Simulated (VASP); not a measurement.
# CuO (P4/mmm) in VASP: notebook

CuO is run at these levels: PBEsol, PBE+D3(BJ), PBE; tasks: single point, relaxation of the atoms.

All numbers are computed with VASP 6.6.1; they aren't measurements. Logs are shortened: lines on timing, memory, paths and dates and some standing lists are left out, and cuts for length are marked.

**1. The cell of the first run**

Symmetry: P4/mmm, No. 123, tetragonal system. Conventional cell: a = 4.111 Å, b = 4.111 Å, c = 3.840 Å, α = 90.00°, β = 90.00°, γ = 90.00°. Cu (site symmetry mmm) has 4 O at 1.92 to 2.06 Å within 2.5 Å. Cu (site symmetry 4/mmm) has 6 O at 1.92 to 2.06 Å within 2.5 Å. Within 2.5 Å of O (site symmetry 4/mmm) lie 6 Cu at 1.92 to 2.06 Å. O (site symmetry mmm) has 4 Cu at 1.92 to 2.06 Å within 2.5 Å.

**2. Single point, PBEsol**

INCAR reads:

```
PREC = Accurate
ENCUT = 520
EDIFF = 1E-7
ISMEAR = -1
SIGMA = 0.05
LREAL = F
LASPH = T
NELM = 60
ALGO = Normal
ISIF = 2
LWAVE = F
LCHARG = T
GGA = PS
LELF = T
LVHAR = T
NBANDS = 34
```

KPOINTS reads:

```
regular mesh
0
Gamma
  7 7 7
```

POSCAR reads:

```
CuO
1.0
    4.1105392351      0.0000000000      0.0000000000
    0.0000000000      4.1105392351      0.0000000000
    0.0000000000      0.0000000000      3.8400643280
Cu O
3 3
Direct
    0.5000000000      0.0000000000      0.5000000000
    0.0000000000      0.5000000000      0.5000000000
    0.0000000000      0.0000000000      0.0000000000
    0.0000000000      0.0000000000      0.5000000000
    0.5000000000      0.0000000000      0.0000000000
    0.0000000000      0.5000000000      0.0000000000
```

Potentials or basis: VASP PAW PBE potentials, release 64 (Cu, O).

Run with:

```bash
$ cat potpaw_PBE.64/Cu/POTCAR potpaw_PBE.64/O/POTCAR > POTCAR
$ mpirun -np 1 vasp_std > vasp.out
```

OUTCAR:

```text
PREC = Accurate
   ENCUT = 520
   EDIFF = 1E-7
   ISMEAR = -1
   LREAL = F
   LASPH = T
   NELM = 60
   ISIF = 2
   GGA = PS

 ion  position               nearest neighbor table
   1  0.500  0.000  0.500-   5 1.92   5 1.92   4 2.06   4 2.06
   2  0.000  0.500  0.500-   6 1.92   6 1.92   4 2.06   4 2.06
   3  0.000  0.000  0.000-   4 1.92   4 1.92   6 2.06   5 2.06   6 2.06   5 2.06
   4  0.000  0.000  0.500-   3 1.92   3 1.92   1 2.06   2 2.06   2 2.06   1 2.06
   5  0.500  0.000  0.000-   1 1.92   1 1.92   3 2.06   3 2.06
   6  0.000  0.500  0.000-   2 1.92   2 1.92   3 2.06   3 2.06

  LATTYP: Found a simple tetragonal cell.
 ALAT       =     4.1105392351
 C/A-ratio  =     0.9341996532

  Lattice vectors:

 A1 = (   4.1105392351,   0.0000000000,   0.0000000000)
 A2 = (   0.0000000000,   4.1105392351,   0.0000000000)
 A3 = (   0.0000000000,   0.0000000000,   3.8400643280)

Analysis of symmetry for initial positions (statically):
=====================================================================
 Subroutine PRICEL returns:
 Original cell was already a primitive cell.

 Routine SETGRP: Setting up the symmetry group for a
 simple tetragonal supercell.

 Subroutine GETGRP returns: Found 16 space group operations
 (whereof 16 operations were pure point group operations)
 out of a pool of 16 trial point group operations.

The static configuration has the point symmetry D_4h.

Analysis of symmetry for dynamics (positions and initial velocities):
=====================================================================
 Subroutine PRICEL returns:
 Original cell was already a primitive cell.

 Routine SETGRP: Setting up the symmetry group for a
 simple tetragonal supercell.

 Subroutine GETGRP returns: Found 16 space group operations
 (whereof 16 operations were pure point group operations)
 out of a pool of 16 trial point group operations.

The dynamic configuration has the point symmetry D_4h.

 Subroutine INISYM returns: Found 16 space group operations
 (whereof 16 operations are pure point group operations),
 and found     1 'primitive' translations

[... 99 lines left out ...]
   LASPH  =      T    aspherical Exc in radial PAW
   ENCUT  =  520.0 eV  38.22 Ry    6.18 a.u.   7.64  7.64  7.14*2*pi/ulx,y,z
   NELM   =     60;   NELMIN=  2; NELMDL= -5     # of ELM steps
   EDIFF  = 0.1E-06   stopping-criterion for ELM
   LREAL  =      F    real-space projection
   EDIFFG = 0.1E-05   stopping-criterion for IOM
   NSW    =      0    number of steps for IOM
   IBRION =     -1    ionic relax: 0-MD 1-quasi-New 2-CG
   NFREE  =      0    steps in history (QN), initial steepest desc. (CG)
   ISIF   =      2    stress and relaxation
   ISYM   =      2    0-nonsym 1-usesym 2-fastsym
   POTIM  = 0.5000    time-step for ionic-motion
   TEBEG  =    0.0;   TEEND  =   0.0 temperature during run
   PSTRESS=    0.0 pullay stress
   NELECT =      51.0000    total number of electrons
   NUPDOWN=      -1.0000    fix difference up-down
   EMIN   =  10.00;   EMAX   =-10.00  energy-range for DOS
   EFERMI =   0.00;   METHOD = LEGACY
   ISMEAR =    -1;   SIGMA  =   0.05  broadening in eV -4-tet -1-fermi 0-gaus
   EFERMI_NEDOS =   21; number of points for ismear=-14 and -15
   IALGO  =     38    algorithm
   IMIX   =      4    mixing-type and parameters
     AMIX     =   0.40;   BMIX     =  1.00
     AMIX_MAG =   1.60;   BMIX_MAG =  1.00
  volume/ion in A,a.u.               =      10.81        72.98
  Fermi-wavevector in a.u.,A,eV,Ry     =   1.510844  2.855081 31.057319  2.282649
  Thomas-Fermi vector in A             =   2.620980
   LORBIT       =      0    0 simple, 1 ext, 2 COOP (PROOUT), +10 PAW based schemes
   GGA     = PS    functional components
   LHFCALC =     F    Hartree Fock is set to
   AEXX    =    0.0000 exact exchange contribution
   IVDW    =     0    specifies the selected vdW correction
   LEPSILON=     F    determine dielectric tensor
   LRPA    =     F    only Hartree local field effects (RPA)
 non-spin polarized calculation
  energy-cutoff  :      520.00
  volume of cell :       64.88
 maximum number of plane-waves:      1769
 NGX is ok and might be reduce to    32
   NGX = 15   NGY = 15   NGZ = 15

 number of electron      50.9999936 magnetization

 Free energy of the ion-electron system (eV)
  ---------------------------------------------------
  ext. energy  EPLUGINS =         0.00000000
  ---------------------------------------------------
  free energy    TOTEN  =       -30.58912226 eV

  energy without entropy =      -30.55945151  energy(sigma->0) =      -30.57428688

 E-fermi :   4.4168     XC(G=0): -11.6427

 val. band max:        4.4042306329   @ k =   0.4286   0.2857   0.2857
 cond. band min:       4.4562328315   @ k =   0.2857   0.2857   0.0000
 fundamental gap:      0.0520021986
 Fermi energy:         4.4168033276

 k-point     1 :       0.0000    0.0000    0.0000
  band No.  band energies     occupation
      1     -15.6298      2.00000
      2     -13.5012      2.00000
      3     -13.0417      2.00000
      4      -1.8129      2.00000
      5      -1.6698      2.00000
      6      -1.6698      2.00000
[... 877 lines left out ...]
     33      15.6627      0.00000
     34      16.6756      0.00000

 [... further k-points ...]

------------------------ aborting loop because EDIFF is reached ----------------------------------------

  FORCE on cell =-STRESS in cart. coord.  units (eV):
  Direction    XX          YY          ZZ          XY          YZ          ZX
  --------------------------------------------------------------------------------------
  -------------------------------------------------------------------------------------
  Total        0.1500577      0.1500577      0.4923446      0.0000000     -0.0000000      0.0000000
  in kB        3.7053795      3.7053795     12.1574838      0.0000000     -0.0000000      0.0000000
  external PRESSURE =       6.5227476 kB  Pullay stress =       0.0000000 kB

 VOLUME and BASIS-vectors are now :
 -----------------------------------------------------------------------------
  energy-cutoff  :      520.00
  volume of cell :       64.88
      direct lattice vectors                 reciprocal lattice vectors
     4.110539235  0.000000000  0.000000000     0.243277084  0.000000000  0.000000000
     0.000000000  4.110539235  0.000000000     0.000000000  0.243277084  0.000000000
     0.000000000  0.000000000  3.840064328     0.000000000  0.000000000  0.260412304

 POSITION                                       TOTAL-FORCE (eV/Angst)
 -----------------------------------------------------------------------------------
      2.05527      0.00000      1.92003         0.000000      0.000000      0.000000
      0.00000      2.05527      1.92003         0.000000      0.000000      0.000000
      0.00000      0.00000      0.00000         0.000000      0.000000      0.000000
      0.00000      0.00000      1.92003         0.000000      0.000000      0.000000
      2.05527      0.00000      0.00000         0.000000      0.000000      0.000000
      0.00000      2.05527      0.00000         0.000000      0.000000      0.000000
 -----------------------------------------------------------------------------------
    total drift:                                0.000000      0.000000     -0.000000

  FREE ENERGIE OF THE ION-ELECTRON SYSTEM (eV)
  ---------------------------------------------------
  free  energy   TOTEN  =       -30.5891222581 eV

  energy  without entropy=      -30.5594515113  energy(sigma->0) =      -30.57428688
```

Wall time 1.9 min (1 thread of Intel Xeon Platinum 8259CL at 2.50GHz (Skylake/Cascade Lake), shared host); peak memory 0.21 GiB.

What came out:

- Free energy: -30.5891 eV
- Pressure: 0.7 GPa

Caveat: the PAW data sets were made with another functional, which shifts forces and pressure a little; an odd number of electrons without spin polarisation forces a metal; a magnetic or distorted state may lie lower; semilocal functionals often make such compounds metallic where correlation or magnetic order opens a gap, which also shifts bond lengths. With open d or f shells a metallic result of PBEsol can be an artefact of self-interaction; +U or a hybrid may open a gap.

**3. Single point, PBEsol**

This run uses another cell than the first one, of 11.22 Å³/atom, 1.037 times its volume.

INCAR reads:

```
SYSTEM = CuO
PREC     = Accurate       ! precision mode
ENCUT    = 520            ! plane-wave cutoff, eV
EDIFF    = 1E-7           ! SCF threshold, eV
ISMEAR   = -1             ! smearing method
SIGMA    = 0.05           ! smearing width, eV
LREAL    = .FALSE.        ! projectors in reciprocal space
LASPH    = .TRUE.         ! aspherical terms in the spheres
NELM     = 80             ! most SCF steps
ALGO     = Normal         ! electronic algorithm
ISIF     = 2              ! what is computed and relaxed
LWAVE    = .FALSE.        ! write WAVECAR
LCHARG   = .TRUE.         ! write CHGCAR
GGA      = PS             ! functional
LELF     = .TRUE.         ! ELF
LVHAR    = .TRUE.       
NBANDS   = 34             ! bands
```

KPOINTS reads:

```
Automatic mesh
0
G
  7 7 7
  0 0 0
```

POSCAR, as its differences from that of step 2:

```diff
@@ -2,5 +2,5 @@
 1.0
-    4.1105392351      0.0000000000      0.0000000000
-    0.0000000000      4.1105392351      0.0000000000
-    0.0000000000      0.0000000000      3.8400643280
+    4.1609370000      0.0000000000      0.0000000000
+    0.0000000000      4.1609370000      0.0000000000
+    0.0000000000      0.0000000000      3.8876430000
 Cu O
```

Potentials or basis: VASP PAW PBE potentials, release 64 (Cu, O).

Run with:

```bash
$ cat potpaw_PBE.64/Cu/POTCAR potpaw_PBE.64/O/POTCAR > POTCAR
$ mpirun -np 1 vasp_std > vasp.out
```

It took 1.8 min on 1 thread of Intel Xeon Platinum 8259CL at 2.50GHz (Skylake/Cascade Lake), shared host; peak memory 0.22 GiB.

The run converged. Its results:

* Free energy: -30.5589 eV
* Pressure: -4.9 GPa

Stress tensor (GPa, compression positive):
```
-3.84  0.00  0.00
 0.00 -3.84  0.00
 0.00  0.00 -7.06
```

Levels at points of the mesh, in eV from the Fermi level:
| k point | band 24 | band 25 | band 26 | band 27 | band 28 | band 29 |
| --- | --- | --- | --- | --- | --- | --- |
| (0.00, 0.00, 0.00) | -1.50 | -1.45 | -1.45 | -1.40 | 1.25 | 6.01 |

Caveat: the PAW data sets were made with another functional, which shifts forces and pressure a little; an odd number of electrons without spin polarisation forces a metal; a magnetic or distorted state may lie lower; semilocal functionals often make such compounds metallic where correlation or magnetic order opens a gap, which also shifts bond lengths. With open d or f shells a metallic result of PBEsol can be an artefact of self-interaction; +U or a hybrid may open a gap.

**4. Single point, PBE+D3(BJ)**

This run uses another cell than the first one, of 11.04 Å³/atom, 1.021 times its volume.

INCAR reads:

```
SYSTEM = CuO
PREC     = Accurate       ! precision mode
ENCUT    = 520            ! plane-wave cutoff, eV
EDIFF    = 1E-6           ! SCF threshold, eV
ISMEAR   = -1             ! smearing method
SIGMA    = 0.05           ! smearing width, eV
LREAL    = .False.        ! projectors in reciprocal space
LASPH    = .True.         ! aspherical terms in the spheres
NELM     = 60             ! most SCF steps
ALGO     = Normal         ! electronic algorithm
ISIF     = 2              ! what is computed and relaxed
LWAVE    = .False.        ! write WAVECAR
LCHARG   = .False.        ! write CHGCAR
GGA      = PE             ! functional
IVDW     = 12             ! dispersion correction
NBANDS   = 34             ! bands
```

KPOINTS reads:

```
regular mesh
0
Gamma
  7 7 7
  0 0 0
```

POSCAR, as its differences from that of step 3:

```diff
@@ -2,5 +2,5 @@
 1.0
-    4.1609370000      0.0000000000      0.0000000000
-    0.0000000000      4.1609370000      0.0000000000
-    0.0000000000      0.0000000000      3.8876430000
+    4.1337560406      0.0000000000      0.0000000000
+    0.0000000000      4.1337560406      0.0000000000
+    0.0000000000      0.0000000000      3.8773838586
 Cu O
```

Potentials or basis: VASP PAW PBE potentials, release 64 (Cu, O).

Run with:

```bash
$ cat potpaw_PBE.64/Cu/POTCAR potpaw_PBE.64/O/POTCAR > POTCAR
$ mpirun -np 1 vasp_std > vasp.out
```

OUTCAR:

```text
SYSTEM = CuO
   PREC = Accurate
   ENCUT = 520
   EDIFF = 1E-6
   ISMEAR = -1
   LREAL = .False.
   LASPH = .True.
   NELM = 60
   ISIF = 2
   GGA = PE
   IVDW = 12
 IVDW          = 12

 ion  position               nearest neighbor table
   1  0.500  0.000  0.500-   5 1.94   5 1.94   4 2.07   4 2.07
   2  0.000  0.500  0.500-   6 1.94   6 1.94   4 2.07   4 2.07
   3  0.000  0.000  0.000-   4 1.94   4 1.94   6 2.07   5 2.07   6 2.07   5 2.07
[... 1102 lines left out ...]
  -------------------------------------------------------------------------------------
  Total       0.13256     0.13256     0.48891     0.00000    -0.00000     0.00000
  in kB       3.20556     3.20556    11.82260     0.00000    -0.00000     0.00000
  external pressure =        6.08 kB  Pullay stress =        0.00 kB

 VOLUME and BASIS-vectors are now :
 -----------------------------------------------------------------------------
  energy-cutoff  :      520.00
  volume of cell :       66.26
      direct lattice vectors                 reciprocal lattice vectors
     4.133756041  0.000000000  0.000000000     0.241910744  0.000000000  0.000000000
     0.000000000  4.133756041  0.000000000     0.000000000  0.241910744  0.000000000
     0.000000000  0.000000000  3.877383859     0.000000000  0.000000000  0.257905855

 POSITION                                       TOTAL-FORCE (eV/Angst)
 -----------------------------------------------------------------------------------
      2.06688      0.00000      1.93869         0.000000      0.000000      0.000000
      0.00000      2.06688      1.93869         0.000000      0.000000      0.000000
      0.00000      0.00000      0.00000         0.000000      0.000000      0.000000
      0.00000      0.00000      1.93869         0.000000      0.000000      0.000000
      2.06688      0.00000      0.00000         0.000000      0.000000      0.000000
      0.00000      2.06688      0.00000         0.000000      0.000000      0.000000
 -----------------------------------------------------------------------------------
    total drift:                                0.000000      0.000000     -0.000000

  FREE ENERGIE OF THE ION-ELECTRON SYSTEM (eV)
  ---------------------------------------------------
  free  energy   TOTEN  =       -29.4736168662 eV

  energy  without entropy=      -29.4441581394  energy(sigma->0) =      -29.45888750
```

Run time: 66 s. Hardware: 1 thread of AMD EPYC 9R45 (Zen 5), shared host; peak memory 0.2 GiB.

Results:

```
Free energy                : -29.4736 eV
Pressure                   : 0.6 GPa
Dispersion energy per atom : -0.257 eV
```

Levels at points of the mesh, in eV from the Fermi level:
| k point | band 23 | band 24 | band 25 | band 26 | band 27 | band 28 | band 29 | band 30 |
| --- | --- | --- | --- | --- | --- | --- | --- | --- |
| (0.00, 0.00, 0.00) | -1.57 | -1.50 | -1.47 | -1.47 | -1.40 | 1.34 | 6.22 | 7.69 |

Caveat: an odd number of electrons without spin polarisation forces a metal; a magnetic or distorted state may lie lower; semilocal functionals often make such compounds metallic where correlation or magnetic order opens a gap, which also shifts bond lengths; pairwise dispersion overbinds metals, which lowers pressure and volume. With open d or f shells a metallic result of PBE can be an artefact of self-interaction; +U or a hybrid may open a gap.

(Part 1 of 2 ends here.)
